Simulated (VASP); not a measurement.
Write the native input for VASP 6.6.1 that does the following.

| Item | Value |
| --- | --- |
| Task | single point |
| Functional | PBE |
| Potentials or basis | VASP PAW PBE potentials, release 64 (Li_sv, Si, N) |
| Cutoff | 520 eV |
| k mesh | 4 × 4 × 4 |
| Occupations | gaussian, width 0.1 eV |
| Spin | no spin polarisation |
| Dipole correction | no |
| Further INCAR settings | ALGO = Normal; EDIFF = 1e-06; NBANDS = 20 |

The structure of Li4SiN lies in POSCAR:

```
Li4SiN
1.0
    0.0000000000      3.4389626800      3.4389626800
    3.4389626800      0.0000000000      3.4389626800
    3.4389626800      3.4389626800      0.0000000000
Li Si N
4 1 1
Direct
    0.1362019800      0.1362019800      0.1362019800
    0.1362019800      0.1362019800      0.5913940600
    0.1362019800      0.5913940600      0.1362019800
    0.5913940600      0.1362019800      0.1362019800
    0.7500000000      0.7500000000      0.7500000000
    0.0000000000      0.0000000000      0.0000000000
```

The cell was generated, and may not be a known phase.

These files were run (other wordings do the same):

INCAR

```
SYSTEM = Li4SiN
ALGO = Normal ; EDIFF = 1E-6
ENCUT = 520 ; GGA = PE
ISIF = 2 ; ISMEAR = 0
LASPH = .TRUE. ; LCHARG = .FALSE.
LREAL = .FALSE. ; LWAVE = .FALSE.
NBANDS = 20 ; NELM = 60
PREC = Accurate ; SIGMA = 0.1
```

KPOINTS

```
k-points
0
G
  4 4 4
  0 0 0
```

Potentials or basis: VASP PAW PBE potentials, release 64 (Li_sv, Si, N).

Run with:

```console
$ cat potpaw_PBE.64/Li_sv/POTCAR potpaw_PBE.64/Si/POTCAR potpaw_PBE.64/N/POTCAR > POTCAR
$ mpirun -np 1 vasp_std > vasp.out
```

Results of the run:

| Quantity | Value |
| --- | --- |
| Largest force | 0.016 eV/Å |
| Band gap on the k mesh | zero (an odd number of electrons rules out a gap without spin polarisation) |

Caveat: the k points lie up to 0.40 Å⁻¹ apart, too coarse for converged energies and pressures of a metal.

It took 15 s on 1 thread of Intel(R) Xeon(R) Platinum 8259CL CPU @ 2.50GHz (Skylake/Cascade Lake), with other jobs on the host, peak memory 0.2 GiB.
